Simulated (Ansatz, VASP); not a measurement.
## Sb: VASP beside Ansatz

File INCAR:

```
PREC = Accurate
ENCUT = 600
EDIFF = 1E-6
ISMEAR = -1
SIGMA = 0.05
LREAL = F
LASPH = T
NELM = 60
ALGO = Normal
ISIF = 3
LWAVE = F
LCHARG = F
GGA = PE
IVDW = 12
IBRION = 2
NSW = 60
EDIFFG = -0.01
```

KPOINTS

```
Automatic mesh
0
Gamma
  8 8 8
```

POSCAR

```
Sb
1.0
    3.1600000000      0.0000000000      0.0000000000
    0.0000000000      3.1600000000      0.0000000000
    0.0000000000      0.0000000000      3.1600000000
Sb
1
Direct
    0.0000000000      0.0000000000      0.0000000000
```

Contents of input.yaml:

```yaml
crystal:
  lattice:
    - [3.16, 0.0, 0.0]
    - [0.0, 3.16, 0.0]
    - [0.0, 0.0, 3.16]
  atoms:
    - { symbol: Sb, position: [0.0, 0.0, 0.0] }
hamiltonian:
  xc: pbe
  pseudopotentials: { kind: paw }
  dispersion: d3bj
kpoints:
  mp_grid: { grid: [8, 8, 8] }
scf:
  occupations: { method: fermi_dirac, width: 0.05 }
output:
  forces: true
  stress: true
  eigenvalues: true
relax:
  f_tol: 0.01
  max_steps: 40
  cell: { stress_tol: 0.05 }
```

Alike in both runs: task relaxation of cell and atoms; functional PBE; dispersion D3(BJ); k mesh 8 × 8 × 8; occupations fermi-dirac, width 0.05 eV; no spin polarisation.

```csv
,VASP,Ansatz
version,VASP 6.6.1,Ansatz 0.2.0
potentials or method,"VASP PAW PBE potentials, release 64 (Sb)",Ansatz PAW
plane-wave cutoff (eV),600,420
valence electrons in the cell,5,15
```

```tsv
	VASP	Ansatz	Ansatz less VASP
gap on the k mesh at the Fermi level, each at its own relaxed structure (eV)	none	none	-
relaxed volume (Å³/atom)	28.89	28.90	+0.006
relaxed cell length with the largest relative difference (Å)	3.068	3.069	+0.0002
```

A gap of «none» marks a metal or a gap that the smearing closes. VASP's potentials hold 5 valence electrons a cell and Ansatz's 15, so a difference there can come from the potentials and not from the codes.

Spin-orbit coupling is off throughout. Noted on Ansatz's run: the plane-wave basis is chosen anew once the cell has moved, so the energies of steps on either side of that aren't comparable.
